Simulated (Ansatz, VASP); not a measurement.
## One calculation of Sb, two programs

```
Sb
1.0
    -2.00066    2.00066    2.00066
     2.00066   -2.00066    2.00066
     2.00066    2.00066   -2.00066
Sb
1
Direct
  0.00000 0.00000 0.00000
```

Alike in both runs: task single point; functional PBEsol; k mesh 14 × 14 × 14; occupations gaussian, width 0.1 eV; no spin polarisation.

```csv
,VASP,Ansatz
version,VASP 6.6.1,Ansatz 0.2.0
potentials or method,"VASP PAW PBE potentials, release 64 (Sb), cutoff 520 eV","scalar-relativistic, plane waves, PAW"
valence electrons in the cell,5,15
```

|  | VASP | Ansatz | Ansatz less VASP |
| --- | --- | --- | --- |
| gap on the k mesh at the Fermi level (eV) | none | none | - |
| pressure (GPa) | -9.2 | -9.2 | +0.05 |

VASP's potentials were made for PBE, not for PBEsol. A gap of «none» marks a metal or a gap that the smearing closes. VASP's potentials hold 5 valence electrons a cell and Ansatz's 15, so a difference there can come from the potentials and not from the codes.

Neither program's run includes spin-orbit coupling.
